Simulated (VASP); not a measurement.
# Sm (Im-3m) in VASP: single point with r2SCAN

Aim: the single point of Sm with r2SCAN.

Program: VASP 6.6.1. These are calculated values, not measurements. Logs are shortened: lines on timing, memory, paths and dates and some standing lists are left out, and cuts for length are marked.

## (1) The cell of the first run

It takes space group Im-3m (No. 229, cubic). The conventional cell has a = 4.386 Å, b = 4.386 Å, c = 4.386 Å, α = 90.00°, β = 90.00°, γ = 90.00°. Within 5.0 Å of Sm (site symmetry m-3m) lie 14 Sm at 3.80 to 4.39 Å.

This isn't the form of Sm at room conditions, which is rhombohedral.

## (2) Single point, r2SCAN, collinear spin, ferromagnetic start (42.19 Å³/atom)

Input file POSCAR:

```
Sm
1.0
   -2.1929959976      2.1929959976      2.1929959976
    2.1929959976     -2.1929959976      2.1929959976
    2.1929959976      2.1929959976     -2.1929959976
Sm
1
Direct
    0.0000000000      0.0000000000      0.0000000000
```

Input file INCAR.step1:

```
SYSTEM = Sm
PREC = Accurate
ENCUT = 520
ISMEAR = 0
SIGMA = 0.05
LREAL = .FALSE.
LASPH = .TRUE.
NELM = 150
ISPIN = 2
MAGMOM = 6.94
LMAXMIX = 6
NBANDS = 18
GGA = PE
ALGO = Normal
EDIFF = 1E-4
LWAVE = .TRUE.
LCHARG = .FALSE.
```

Input file INCAR.step2:

```
SYSTEM = Sm
PREC = Accurate
ENCUT = 520
EDIFF = 1E-7
ISMEAR = 0
SIGMA = 0.05
LREAL = .FALSE.
LASPH = .TRUE.
NELM = 150
ALGO = Normal
ISIF = 2
LWAVE = .FALSE.
LCHARG = .TRUE.
ISPIN = 2
MAGMOM = 6.94
LORBIT = 11
LMAXMIX = 6
METAGGA = R2SCAN
LMIXTAU = .TRUE.
LELF = .TRUE.
LVHAR = .TRUE.
NBANDS = 18
ISTART = 1
```

Input file KPOINTS:

```
regular mesh
0
G
  14 14 14
  0 0 0
```

Potentials or basis: VASP PAW PBE potentials, release 64 (Sm).

The run is started by

```bash
$ cat potpaw_PBE.64/Sm/POTCAR > POTCAR
$ cp INCAR.step1 INCAR
$ mpirun -np 1 vasp_std > vasp.out
$ cp INCAR.step2 INCAR
$ mpirun -np 1 vasp_std > vasp.out
```

OUTCAR:

```text
SYSTEM = Sm
   PREC = Accurate
   ENCUT = 520
   EDIFF = 1E-7
   ISMEAR = 0
   LREAL = .FALSE.
   LASPH = .TRUE.
   NELM = 150
   ISIF = 2
   ISPIN = 2
   LORBIT = 11
   METAGGA = R2SCAN
   ISTART = 1

 ion  position               nearest neighbor table
   1  0.000  0.000  0.000-

  LATTYP: Found a body centered cubic cell.
 ALAT       =     4.3859919952

  Lattice vectors:

 A1 = (  -2.1929959976,   2.1929959976,   2.1929959976)
 A2 = (   2.1929959976,  -2.1929959976,   2.1929959976)
 A3 = (   2.1929959976,   2.1929959976,  -2.1929959976)

Analysis of symmetry for initial positions (statically):
=====================================================================
 Subroutine PRICEL returns:
 Original cell was already a primitive cell.

 Routine SETGRP: Setting up the symmetry group for a
 body centered cubic supercell.

 Subroutine GETGRP returns: Found 48 space group operations
 (whereof 48 operations were pure point group operations)
 out of a pool of 48 trial point group operations.

The static configuration has the point symmetry O_h .

Analysis of symmetry for dynamics (positions and initial velocities):
=====================================================================
 Subroutine PRICEL returns:
 Original cell was already a primitive cell.

 Routine SETGRP: Setting up the symmetry group for a
 body centered cubic supercell.

 Subroutine GETGRP returns: Found 48 space group operations
 (whereof 48 operations were pure point group operations)
 out of a pool of 48 trial point group operations.

The dynamic configuration has the point symmetry O_h .

Analysis of structural, dynamic, and magnetic symmetry:
=====================================================================
 Subroutine PRICEL returns:
 Original cell was already a primitive cell.

 Routine SETGRP: Setting up the symmetry group for a
 body centered cubic supercell.

 Subroutine GETGRP returns: Found 48 space group operations
 (whereof 48 operations were pure point group operations)
 out of a pool of 48 trial point group operations.

The overall configuration has the point symmetry O_h .

 Subroutine INISYM returns: Found 48 space group operations
 (whereof 48 operations are pure point group operations),
 and found     1 'primitive' translations

----------------------------------------------------------------------------------------

                                     Primitive cell

  volume of cell :      42.1865

  direct lattice vectors                    reciprocal lattice vectors
    -2.192995998  2.192995998  2.192995998     0.000000000  0.227998592  0.227998592
     2.192995998 -2.192995998  2.192995998     0.227998592  0.000000000  0.227998592
     2.192995998  2.192995998 -2.192995998     0.227998592  0.227998592  0.000000000

  length of vectors
     3.798380489  3.798380489  3.798380489     0.322438701  0.322438701  0.322438701

  position of ions in fractional coordinates (direct lattice)
     0.000000000  0.000000000  0.000000000

  ion indices of the primitive-cell ions
   primitive index   ion index
                 1           1

----------------------------------------------------------------------------------------

 KPOINTS: regular mesh

Automatic generation of k-mesh.
 Grid dimensions read from file:
 generate k-points for:   14   14   14

 Generating k-lattice:

  Cartesian coordinates                     Fractional coordinates (reciprocal lattice)
     0.000000000  0.016285614  0.016285614     0.071428571  0.000000000  0.000000000
     0.016285614  0.000000000  0.016285614     0.000000000  0.071428571  0.000000000
     0.016285614  0.016285614  0.000000000     0.000000000  0.000000000  0.071428571

  Length of vectors
     0.023031336  0.023031336  0.023031336

  Shift w.r.t. Gamma in fractional coordinates (k-lattice)
     0.000000000  0.000000000  0.000000000

 Subroutine IBZKPT returns following result:
 ===========================================

 Found    104 irreducible k-points:

 Following reciprocal coordinates:
            Coordinates               Weight
  0.000000  0.000000  0.000000      1.000000
  0.071429  0.000000  0.000000     12.000000
  0.142857  0.000000  0.000000     12.000000
  0.214286  0.000000  0.000000     12.000000
  0.285714  0.000000  0.000000     12.000000
  0.357143  0.000000  0.000000     12.000000
[... 16 lines left out ...]
  0.285714  0.285714  0.000000     24.000000
  0.357143  0.285714  0.000000     24.000000
 [... further k-points ...]
   k-points           NKPTS =    104   k-points in BZ     NKDIM =    104   number of bands    NBANDS=     18
   number of dos      NEDOS =    301   number of ions     NIONS =      1
   total plane-waves  NPLWV =  21952
   dimension x,y,z NGX =    28 NGY =   28 NGZ =   28
   dimension x,y,z NGXF=    56 NGYF=   56 NGZF=   56
   ions per type =               1
   NGX,Y,Z   is equivalent  to a cutoff of  12.25, 12.25, 12.25 a.u.
   NGXF,Y,Z  is equivalent  to a cutoff of  24.51, 24.51, 24.51 a.u.
 SYSTEM =  Sm
   PREC   = accura    normal or accurate (medium, high low for compatibility)
   ISTART =      1    job   : 0-new  1-cont  2-samecut
   ICHARG =      0    charge: 1-file 2-atom 10-const
   ISPIN  =      2    spin polarized calculation?
   LNONCOLLINEAR =      F non collinear calculations
   LSORBIT =      F    spin-orbit coupling
   LASPH  =      T    aspherical Exc in radial PAW
   ENCUT  =  520.0 eV  38.22 Ry    6.18 a.u.   7.06  7.06  7.06*2*pi/ulx,y,z
   NELM   =    150;   NELMIN=  2; NELMDL=  0     # of ELM steps
   EDIFF  = 0.1E-06   stopping-criterion for ELM
   LREAL  =      F    real-space projection
   EDIFFG = 0.1E-05   stopping-criterion for IOM
   NSW    =      0    number of steps for IOM
   IBRION =     -1    ionic relax: 0-MD 1-quasi-New 2-CG
   NFREE  =      0    steps in history (QN), initial steepest desc. (CG)
   ISIF   =      2    stress and relaxation
   ISYM   =      2    0-nonsym 1-usesym 2-fastsym
   POTIM  = 0.5000    time-step for ionic-motion
   TEBEG  =    0.0;   TEEND  =   0.0 temperature during run
   PSTRESS=    0.0 pullay stress
   NELECT =      16.0000    total number of electrons
   NUPDOWN=      -1.0000    fix difference up-down
   EMIN   =  10.00;   EMAX   =-10.00  energy-range for DOS
   EFERMI =   0.00;   METHOD = LEGACY
   ISMEAR =     0;   SIGMA  =   0.05  broadening in eV -4-tet -1-fermi 0-gaus
   EFERMI_NEDOS =   21; number of points for ismear=-14 and -15
   IALGO  =     38    algorithm
   IMIX   =      4    mixing-type and parameters
     AMIX     =   0.40;   BMIX     =  1.00
     AMIX_MAG =   1.60;   BMIX_MAG =  1.00
  volume/ion in A,a.u.               =      42.19       284.69
  Fermi-wavevector in a.u.,A,eV,Ry     =   1.185014  2.239353 19.106108  1.404259
  Thomas-Fermi vector in A             =   2.321217
   LORBIT       =     11    0 simple, 1 ext, 2 COOP (PROOUT), +10 PAW based schemes
   METAGGA = R2SCAN    functional components
   LHFCALC =     F    Hartree Fock is set to
   AEXX    =    0.0000 exact exchange contribution
   IVDW    =     0    specifies the selected vdW correction
   LEPSILON=     F    determine dielectric tensor
   LRPA    =     F    only Hartree local field effects (RPA)
 spin polarized calculation
 Gauss-broadening in eV      SIGMA  =   0.05
  energy-cutoff  :      520.00
  volume of cell :       42.19
 maximum number of plane-waves:      1157
   NGX = 15   NGY = 15   NGZ = 15

 number of electron      16.0000000 magnetization       7.0161853

 Free energy of the ion-electron system (eV)
  ---------------------------------------------------
  ext. energy  EPLUGINS =         0.00000000
  ---------------------------------------------------
  free energy    TOTEN  =       -36.56210687 eV

  energy without entropy =      -36.55224234  energy(sigma->0) =      -36.55717461

 E-fermi :   2.2705     XC(G=0):  -9.2881

 val. band max:        2.2703540740   @ k =   0.2857   0.2857   0.0000
 cond. band min:       2.2706095589   @ k =  -0.3571   0.5000   0.0714
 fundamental gap:      0.0002554848
 Fermi energy:         2.2704945960

 spin component 1

 k-point     1 :       0.0000    0.0000    0.0000
  band No.  band energies     occupation
      1     -39.5946      1.00000
      2     -18.3775      1.00000
      3     -18.3774      1.00000
      4     -18.3774      1.00000
      5      -2.7291      1.00000
      6       0.9838      1.00000
[... 10 lines left out ...]
     17       5.6857      0.00000
     18      11.7769      0.00000

 k-point     2 :       0.0714    0.0000    0.0000
  band No.  band energies     occupation
      1     -39.5923      1.00000
      2     -18.4048      1.00000
      3     -18.3856      1.00000
      4     -18.3777      1.00000
      5      -2.6023      1.00000
      6       0.9741      1.00000
[... 10 lines left out ...]
     17       5.6921      0.00000
     18      11.8970      0.00000

 k-point     3 :       0.1429    0.0000    0.0000
  band No.  band energies     occupation
      1     -39.5860      1.00000
      2     -18.4805      1.00000
      3     -18.4084      1.00000
      4     -18.3783      1.00000
      5      -2.2369      1.00000
      6       0.9490      1.00000
[... 10 lines left out ...]
     17       5.7210      0.00000
     18      12.1408      0.00000

 k-point     4 :       0.2143    0.0000    0.0000
  band No.  band energies     occupation
      1     -39.5768      1.00000
      2     -18.5872      1.00000
      3     -18.4411      1.00000
      4     -18.3792      1.00000
      5      -1.6809      1.00000
      6       0.9182      1.00000
[... 375 lines left out ...]
      4     -18.4322      1.00000
      5       0.7129      1.00000
      6       0.8781      1.00000
[... 10 lines left out ...]
     17       8.6546      0.00000
     18       8.8746      0.00000

 k-point    23 :       0.2857    0.2857    0.0000
  band No.  band energies     occupation
      1     -39.5448      1.00000
      2     -18.7923      1.00000
      3     -18.6527      1.00000
      4     -18.4382      1.00000
      5       0.7935      1.00000
      6       0.9519      1.00000
[... 10 lines left out ...]
     17       8.5126      0.00000
     18       8.9795      0.00000

 k-point    24 :       0.3571    0.2857    0.0000
  band No.  band energies     occupation
      1     -39.5434      1.00000
      2     -18.7720      1.00000
      3     -18.6915      1.00000
      4     -18.4409      1.00000
      5       0.8173      1.00000
      6       1.0365      1.00000
[... 10 lines left out ...]
     17       8.1213      0.00000
     18       9.4990      0.00000

 [... further k-points ...]

 spin component 2

 k-point     1 :       0.0000    0.0000    0.0000
  band No.  band energies     occupation
      1     -36.3704      1.00000
      2     -15.9699      1.00000
      3     -15.9699      1.00000
      4     -15.9699      1.00000
      5      -0.4889      1.00000
      6       5.3520      0.00000
[... 10 lines left out ...]
     17       7.4035      0.00000
     18      13.6386      0.00000

 k-point     2 :       0.0714    0.0000    0.0000
  band No.  band energies     occupation
      1     -36.3677      1.00000
      2     -16.0003      1.00000
      3     -15.9794      1.00000
      4     -15.9699      1.00000
      5      -0.3628      1.00000
      6       5.2276      0.00000
[... 10 lines left out ...]
     17       7.4323      0.00000
     18      13.7463      0.00000

 k-point     3 :       0.1429    0.0000    0.0000
  band No.  band energies     occupation
      1     -36.3602      1.00000
      2     -16.0850      1.00000
      3     -16.0060      1.00000
      4     -15.9703      1.00000
      5      -0.0025      1.00000
      6       4.9441      0.00000
[... 10 lines left out ...]
     17       7.5571      0.00000
     18      13.9745      0.00000

 k-point     4 :       0.2143    0.0000    0.0000
  band No.  band energies     occupation
      1     -36.3493      1.00000
      2     -16.2041      1.00000
      3     -16.0441      1.00000
      4     -15.9707      1.00000
      5       0.5344      1.00000
      6       4.6194      0.00000
[... 375 lines left out ...]
      4     -16.0312      1.00000
      5       2.6478      0.00000
      6       3.7870      0.00000
[... 10 lines left out ...]
     17      10.4777      0.00000
     18      10.6054      0.00000

 k-point    23 :       0.2857    0.2857    0.0000
  band No.  band energies     occupation
      1     -36.3111      1.00000
      2     -16.4350      1.00000
      3     -16.2811      1.00000
      4     -16.0385      1.00000
      5       2.8930      0.00000
      6       3.6310      0.00000
[... 10 lines left out ...]
     17      10.4273      0.00000
     18      10.6924      0.00000

 k-point    24 :       0.3571    0.2857    0.0000
  band No.  band energies     occupation
      1     -36.3094      1.00000
      2     -16.4127      1.00000
      3     -16.3241      1.00000
      4     -16.0416      1.00000
      5       3.0458      0.00000
      6       3.7181      0.00000
[... 10 lines left out ...]
     17      10.0375      0.00000
     18      11.2842      0.00000

 [... further k-points ...]

------------------------ aborting loop because EDIFF is reached ----------------------------------------

  FORCE on cell =-STRESS in cart. coord.  units (eV):
  Direction    XX          YY          ZZ          XY          YZ          ZX
  --------------------------------------------------------------------------------------
  -------------------------------------------------------------------------------------
  Total       -0.3487636     -0.3487636     -0.3487636      0.0000000     -0.0000000      0.0000000
  in kB      -13.2454947    -13.2454947    -13.2454947      0.0000000     -0.0000000      0.0000000
  external PRESSURE =     -13.2454947 kB  Pullay stress =       0.0000000 kB

 VOLUME and BASIS-vectors are now :
 -----------------------------------------------------------------------------
  energy-cutoff  :      520.00
  volume of cell :       42.19
      direct lattice vectors                 reciprocal lattice vectors
    -2.192995998  2.192995998  2.192995998     0.000000000  0.227998592  0.227998592
     2.192995998 -2.192995998  2.192995998     0.227998592  0.000000000  0.227998592
     2.192995998  2.192995998 -2.192995998     0.227998592  0.227998592  0.000000000

 POSITION                                       TOTAL-FORCE (eV/Angst)
 -----------------------------------------------------------------------------------
      0.00000      0.00000      0.00000        -0.000000      0.000000      0.000000
 -----------------------------------------------------------------------------------
    total drift:                                0.000000      0.000000      0.000000

  FREE ENERGIE OF THE ION-ELECTRON SYSTEM (eV)
  ---------------------------------------------------
  free  energy   TOTEN  =       -36.5621068734 eV

  energy  without entropy=      -36.5522423433  energy(sigma->0) =      -36.55717461

 total charge

# of ion       s       p       d       f       tot
--------------------------------------------------
    1        2.072   5.677   0.351   5.543  13.643

 magnetization (x)

# of ion       s       p       d       f       tot
--------------------------------------------------
    1       -0.014  -0.105   0.281   5.543   5.705
```

Run time: 27 min. Hardware: 1 thread of Oxide Virtual Turin-like, shared host; peak memory 0.25 GiB.

Results:

- Free energy: -36.5621 eV
- Pressure: -1.3 GPa
- Net moment: 7.02 μB per cell
- Site moments: Sm +5.71 μB
- Valence electrons inside the program's atomic spheres: Sm 13.64

Levels at points of the mesh, in eV from the Fermi level:
Spin up:
```tsv
k point	band 10	band 11	band 12	band 13	band 14	band 15
(0.00, 0.00, 0.00)	-0.19	-0.19	-0.19	1.74	1.74	1.74
(0.50, 0.00, 0.00)	-0.20	-0.10	0.01	0.17	0.55	3.43
(0.50, 0.50, 0.50)	-1.10	0.08	0.08	0.08	5.06	5.06
```
Spin down:
```tsv
k point	band 2	band 3	band 4	band 5	band 6	band 7
(0.00, 0.00, 0.00)	-18.24	-18.24	-18.24	-2.76	3.08	3.08
(0.50, 0.00, 0.00)	-18.82	-18.43	-18.24	-0.36	1.62	2.43
(0.50, 0.50, 0.50)	-18.65	-18.65	-18.65	0.12	0.12	4.51
```

Caveat: the magnetic or orbital state may not be the lowest; the PAW data sets were made with another functional, which shifts forces and pressure a little; spin-orbit coupling is left out, which moves the levels of the heavy elements; semilocal functionals describe open f shells poorly, which spoils levels, moments and volumes.
